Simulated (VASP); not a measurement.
# Ba2ZnWSe6 (Fm-3m) in VASP: single point with PBE

Aim: the single point of Ba2ZnWSe6 with PBE.

Program: VASP 6.6.1. These are calculated values, not measurements. Logs are shortened: lines on timing, memory, paths and dates and some standing lists are left out, and cuts for length are marked.

### Step 1. The cell of the first run

The structure is cubic, space group Fm-3m (No. 225). The conventional cell has a = 9.888 Å, b = 9.888 Å, c = 9.888 Å, α = 90.00°, β = 90.00°, γ = 90.00°. Within 2.9 Å of W (site symmetry m-3m) lie 6 Se at 2.21 Å. Ba (site symmetry -43m) has 12 Se at 3.51 Å and 4 W at 4.28 Å and 4 Zn at 4.28 Å within 4.6 Å. Zn (site symmetry m-3m) has 6 Se at 2.73 Å within 3.6 Å. Se (site symmetry 4mm) has 1 W at 2.21 Å and 1 Zn at 2.73 Å within 2.9 Å.

### Step 2. Single point, PBE

POSCAR

```
Ba2ZnWSe6
1.0
    0.0000000000      4.9437780000      4.9437780000
    4.9437780000      0.0000000000      4.9437780000
    4.9437780000      4.9437780000      0.0000000000
W Ba Zn Se
1 2 1 6
Direct
    0.0000000000      0.0000000000      0.0000000000
    0.2500000000      0.2500000000      0.2500000000
    0.7500000000      0.7500000000      0.7500000000
    0.5000000000      0.5000000000      0.5000000000
    0.7760000000      0.2240000000      0.2240000000
    0.2240000000      0.7760000000      0.2240000000
    0.2240000000      0.7760000000      0.7760000000
    0.7760000000      0.2240000000      0.7760000000
    0.2240000000      0.2240000000      0.7760000000
    0.7760000000      0.7760000000      0.2240000000
```

INCAR.step1

```
SYSTEM = Ba2ZnWSe6
  PREC = Accurate
  ENCUT = 520
  EDIFF = 1E-7
  ISMEAR = 0
  SIGMA = 0.0398
  LREAL = .False.
  LASPH = .True.
  NELM = 80
  ALGO = Normal
  ISIF = 2
  LWAVE = .False.
  LCHARG = .True.
  LMAXMIX = 4
  GGA = PE
  NBANDS = 52
```

KPOINTS.step1

```
Automatic mesh
0
Gamma
  6 6 6
  0 0 0
```

INCAR.step2

```
SYSTEM = Ba2ZnWSe6
  PREC = Accurate
  ENCUT = 520
  EDIFF = 1E-7
  ISMEAR = -5
  SIGMA = 0.0398
  LREAL = .False.
  LASPH = .True.
  NELM = 80
  ALGO = Normal
  ISIF = 2
  LWAVE = .False.
  LCHARG = .False.
  LMAXMIX = 4
  GGA = PE
  LORBIT = 11
  NEDOS = 1001
  ICHARG = 11
```

KPOINTS.step2

```
Automatic mesh
0
Gamma
  9 9 9
  0 0 0
```

Potentials or basis: VASP PAW PBE potentials, release 64 (W_sv, Ba_sv, Zn, Se).

Command:

```bash
> cat potpaw_PBE.64/W_sv/POTCAR potpaw_PBE.64/Ba_sv/POTCAR potpaw_PBE.64/Zn/POTCAR potpaw_PBE.64/Se/POTCAR > POTCAR
> cp INCAR.step1 INCAR
> cp KPOINTS.step1 KPOINTS
> mpirun -np 1 vasp_std > vasp.out
> cp INCAR.step2 INCAR
> cp KPOINTS.step2 KPOINTS
> mpirun -np 1 vasp_std > vasp.out
```

OUTCAR:

```text
SYSTEM = Ba2ZnWSe6
   PREC = Accurate
   ENCUT = 520
   EDIFF = 1E-7
   ISMEAR = -5
   LREAL = .False.
   LASPH = .True.
   NELM = 80
   ISIF = 2
   GGA = PE
   LORBIT = 11
   ICHARG = 11

 ion  position               nearest neighbor table
   1  0.000  0.000  0.000-   5 2.21   6 2.21   7 2.21   8 2.21   9 2.21  10 2.21
   2  0.250  0.250  0.250-   5 3.51   8 3.51  10 3.51   6 3.51   7 3.51  10 3.51   7 3.51   8 3.51
                             9 3.51   5 3.51   6 3.51   9 3.51
   3  0.750  0.750  0.750-   7 3.51   8 3.51  10 3.51   5 3.51   6 3.51  10 3.51   5 3.51   8 3.51
                             9 3.51   6 3.51   7 3.51   9 3.51
   4  0.500  0.500  0.500-   5 2.73   6 2.73   7 2.73   8 2.73   9 2.73  10 2.73
   5  0.776  0.224  0.224-   1 2.21   4 2.73   3 3.51   2 3.51   3 3.51   2 3.51
   6  0.224  0.776  0.224-   1 2.21   4 2.73   3 3.51   2 3.51   3 3.51   2 3.51
   7  0.224  0.776  0.776-   1 2.21   4 2.73   3 3.51   3 3.51   2 3.51   2 3.51
   8  0.776  0.224  0.776-   1 2.21   4 2.73   3 3.51   3 3.51   2 3.51   2 3.51
   9  0.224  0.224  0.776-   1 2.21   4 2.73   3 3.51   2 3.51   3 3.51   2 3.51
  10  0.776  0.776  0.224-   1 2.21   4 2.73   3 3.51   3 3.51   2 3.51   2 3.51

  LATTYP: Found a face centered cubic cell.
 ALAT       =     9.8875560000

  Lattice vectors:

 A1 = (   0.0000000000,   4.9437780000,   4.9437780000)
 A2 = (   4.9437780000,   0.0000000000,   4.9437780000)
 A3 = (   4.9437780000,   4.9437780000,   0.0000000000)

Analysis of symmetry for initial positions (statically):
=====================================================================
 Subroutine PRICEL returns:
 Original cell was already a primitive cell.

 Routine SETGRP: Setting up the symmetry group for a
 face centered cubic supercell.

 Subroutine GETGRP returns: Found 48 space group operations
 (whereof 48 operations were pure point group operations)
 out of a pool of 48 trial point group operations.

The static configuration has the point symmetry O_h .

Analysis of symmetry for dynamics (positions and initial velocities):
=====================================================================
 Subroutine PRICEL returns:
 Original cell was already a primitive cell.

 Routine SETGRP: Setting up the symmetry group for a
 face centered cubic supercell.

 Subroutine GETGRP returns: Found 48 space group operations
 (whereof 48 operations were pure point group operations)
 out of a pool of 48 trial point group operations.

The dynamic configuration has the point symmetry O_h .

 Subroutine INISYM returns: Found 48 space group operations
 (whereof 48 operations are pure point group operations),
 and found     1 'primitive' translations

----------------------------------------------------------------------------------------

                                     Primitive cell

  volume of cell :     241.6612

  direct lattice vectors                    reciprocal lattice vectors
     0.000000000  4.943778000  4.943778000    -0.101137227  0.101137227  0.101137227
     4.943778000  0.000000000  4.943778000     0.101137227 -0.101137227  0.101137227
     4.943778000  4.943778000  0.000000000     0.101137227  0.101137227 -0.101137227

  length of vectors
     6.991557897  6.991557897  6.991557897     0.175174816  0.175174816  0.175174816

  position of ions in fractional coordinates (direct lattice)
     0.000000000  0.000000000  0.000000000
     0.250000000  0.250000000  0.250000000
     0.750000000  0.750000000  0.750000000
     0.500000000  0.500000000  0.500000000
     0.776000000  0.224000000  0.224000000
     0.224000000  0.776000000  0.224000000
     0.224000000  0.776000000  0.776000000
     0.776000000  0.224000000  0.776000000
     0.224000000  0.224000000  0.776000000
     0.776000000  0.776000000  0.224000000

  ion indices of the primitive-cell ions
   primitive index   ion index
                 1           1
                 2           2
                 3           3
                 4           4
                 5           5
                 6           6
                 7           7
                 8           8
                 9           9
                10          10

----------------------------------------------------------------------------------------

 KPOINTS: Automatic mesh

Automatic generation of k-mesh.
 Grid dimensions read from file:
 generate k-points for:    9    9    9

 Generating k-lattice:

  Cartesian coordinates                     Fractional coordinates (reciprocal lattice)
    -0.011237470  0.011237470  0.011237470     0.111111111  0.000000000  0.000000000
     0.011237470 -0.011237470  0.011237470     0.000000000  0.111111111  0.000000000
     0.011237470  0.011237470 -0.011237470     0.000000000  0.000000000  0.111111111

  Length of vectors
     0.019463868  0.019463868  0.019463868

  Shift w.r.t. Gamma in fractional coordinates (k-lattice)
     0.000000000  0.000000000  0.000000000

 TETIRR: Found    115 inequivalent tetrahedra from     4374

 Subroutine IBZKPT returns following result:
 ===========================================

 Found     35 irreducible k-points:

 Following reciprocal coordinates:
            Coordinates               Weight
  0.000000  0.000000  0.000000      1.000000
  0.111111  0.000000  0.000000      8.000000
  0.222222  0.000000  0.000000      8.000000
  0.333333  0.000000  0.000000      8.000000
  0.444444  0.000000  0.000000      8.000000
  0.111111  0.111111  0.000000      6.000000
[... 16 lines left out ...]
 -0.333333  0.333333  0.000000     12.000000
  0.444444  0.444444  0.000000      6.000000
 [... further k-points ...]
   k-points           NKPTS =     35   k-points in BZ     NKDIM =     35   number of bands    NBANDS=     49
   number of dos      NEDOS =   1001   number of ions     NIONS =     10
   total plane-waves  NPLWV = 157464
   dimension x,y,z NGX =    54 NGY =   54 NGZ =   54
   dimension x,y,z NGXF=   108 NGYF=  108 NGZF=  108
   ions per type =               1   2   1   6
   NGX,Y,Z   is equivalent  to a cutoff of  12.84, 12.84, 12.84 a.u.
   NGXF,Y,Z  is equivalent  to a cutoff of  25.68, 25.68, 25.68 a.u.
 SYSTEM =  Ba2ZnWSe6
   PREC   = accura    normal or accurate (medium, high low for compatibility)
   ISTART =      0    job   : 0-new  1-cont  2-samecut
   ICHARG =     11    charge: 1-file 2-atom 10-const
   ISPIN  =      1    spin polarized calculation?
   LNONCOLLINEAR =      F non collinear calculations
   LSORBIT =      F    spin-orbit coupling
   LASPH  =      T    aspherical Exc in radial PAW
   ENCUT  =  520.0 eV  38.22 Ry    6.18 a.u.  13.00 13.00 13.00*2*pi/ulx,y,z
   NELM   =     80;   NELMIN=  2; NELMDL=  0     # of ELM steps
   EDIFF  = 0.1E-06   stopping-criterion for ELM
   LREAL  =      F    real-space projection
   EDIFFG = 0.1E-05   stopping-criterion for IOM
   NSW    =      0    number of steps for IOM
   IBRION =     -1    ionic relax: 0-MD 1-quasi-New 2-CG
   NFREE  =      0    steps in history (QN), initial steepest desc. (CG)
   ISIF   =      2    stress and relaxation
   ISYM   =      2    0-nonsym 1-usesym 2-fastsym
   POTIM  = 0.5000    time-step for ionic-motion
   TEBEG  =    0.0;   TEEND  =   0.0 temperature during run
   PSTRESS=    0.0 pullay stress
   NELECT =      82.0000    total number of electrons
   NUPDOWN=      -1.0000    fix difference up-down
   EMIN   =  10.00;   EMAX   =-10.00  energy-range for DOS
   EFERMI =   0.00;   METHOD = LEGACY
   ISMEAR =    -5;   SIGMA  =   0.04  broadening in eV -4-tet -1-fermi 0-gaus
   EFERMI_NEDOS =   21; number of points for ismear=-14 and -15
   IALGO  =     38    algorithm
   IMIX   =      4    mixing-type and parameters
     AMIX     =   0.40;   BMIX     =  1.00
     AMIX_MAG =   1.60;   BMIX_MAG =  1.00
  volume/ion in A,a.u.               =      24.17       163.08
  Fermi-wavevector in a.u.,A,eV,Ry     =   1.141854  2.157791 17.739684  1.303830
  Thomas-Fermi vector in A             =   2.278553
   LORBIT       =     11    0 simple, 1 ext, 2 COOP (PROOUT), +10 PAW based schemes
   GGA     = PE    functional components
   LHFCALC =     F    Hartree Fock is set to
   AEXX    =    0.0000 exact exchange contribution
   IVDW    =     0    specifies the selected vdW correction
   LEPSILON=     F    determine dielectric tensor
   LRPA    =     F    only Hartree local field effects (RPA)
 non-spin polarized calculation
 Fermi weights with tetrahedron method with Bloechl corrections
  energy-cutoff  :      520.00
  volume of cell :      241.66
 maximum number of plane-waves:      6548
 NGX is ok and might be reduce to    54

 number of electron      81.9999998 magnetization

 Free energy of the ion-electron system (eV)
  ---------------------------------------------------
  ext. energy  EPLUGINS =         0.00000000
  ---------------------------------------------------
  free energy    TOTEN  =       -41.14288269 eV

  energy without entropy =      -41.14288269  energy(sigma->0) =      -41.14288269

 E-fermi :   4.4593     XC(G=0):  -9.8591

 val. band max:        4.4797240726   @ k =   0.1111   0.1111   0.0000
 cond. band min:       4.4710448739   @ k =   0.2222   0.0000   0.0000
 fundamental gap:     -0.0086791987
 Fermi energy:         4.4592718515

 k-point     1 :       0.0000    0.0000    0.0000
  band No.  band energies     occupation
      1     -70.4651      2.00000
      2     -35.0414      2.00000
      3     -35.0414      2.00000
      4     -35.0414      2.00000
      5     -23.4076      2.00000
      6     -23.3927      2.00000
[... 41 lines left out ...]
     48       7.7829      0.00000
     49       7.8363      0.00000
[... 1194 lines left out ...]
     48       8.3304      0.00000
     49       8.4967      0.00000

 [... further k-points ...]
[... 5 lines left out ...]
  --------------------------------------------------------------------------------------
  -------------------------------------------------------------------------------------
  Total       33.1120135     33.1120135     33.1120135     -0.0000000      0.0000000      0.0000000
  in kB      219.5276843    219.5276843    219.5276843     -0.0000000      0.0000000      0.0000000
  external PRESSURE =     219.5276843 kB  Pullay stress =       0.0000000 kB

 VOLUME and BASIS-vectors are now :
 -----------------------------------------------------------------------------
  energy-cutoff  :      520.00
  volume of cell :      241.66
      direct lattice vectors                 reciprocal lattice vectors
     0.000000000  4.943778000  4.943778000    -0.101137227  0.101137227  0.101137227
     4.943778000  0.000000000  4.943778000     0.101137227 -0.101137227  0.101137227
     4.943778000  4.943778000  0.000000000     0.101137227  0.101137227 -0.101137227

 POSITION                                       TOTAL-FORCE (eV/Angst)
 -----------------------------------------------------------------------------------
      0.00000      0.00000      0.00000         0.000000     -0.000000     -0.000000
      2.47189      2.47189      2.47189         0.000000      0.000000     -0.000000
      7.41567      7.41567      7.41567         0.000000      0.000000     -0.000000
      4.94378      4.94378      4.94378         0.000000     -0.000000     -0.000000
      2.21481      4.94378      4.94378         8.207513     -0.000000     -0.000000
      4.94378      2.21481      4.94378         0.000000      8.207513     -0.000000
      7.67274      4.94378      4.94378        -8.207513     -0.000000     -0.000000
      4.94378      7.67274      4.94378         0.000000     -8.207513     -0.000000
      4.94378      4.94378      2.21481         0.000000     -0.000000      8.207513
      4.94378      4.94378      7.67274         0.000000     -0.000000     -8.207513
 -----------------------------------------------------------------------------------
    total drift:                               -0.000000      0.000000      0.000000

  FREE ENERGIE OF THE ION-ELECTRON SYSTEM (eV)
  ---------------------------------------------------
  free  energy   TOTEN  =       -41.1428826923 eV

  energy  without entropy=      -41.1428826923  energy(sigma->0) =      -41.14288269

 total charge

# of ion       s       p       d       tot
------------------------------------------
    1        2.467   6.559   3.770  12.796
    2        1.996   5.593   0.274   7.863
    3        1.996   5.593   0.274   7.863
    4        0.465   0.276   9.797  10.538
    5        1.472   2.500   0.055   4.028
    6        1.472   2.500   0.055   4.028
    7        1.472   2.500   0.055   4.028
    8        1.472   2.500   0.055   4.028
    9        1.472   2.500   0.055   4.028
   10        1.472   2.500   0.055   4.028
--------------------------------------------------
tot         15.758  33.021  14.446  63.226
```

It took 11 min on 1 thread of Intel Xeon Platinum 8259CL at 2.50GHz (Skylake/Cascade Lake), shared host; peak memory 0.65 GiB.

Results:

* Valence electrons inside the program's atomic spheres: W 12.80; Ba 7.86; Zn 10.54; Se 4.03

Caveat: spin-orbit coupling is left out, which moves the levels of the heavy elements.
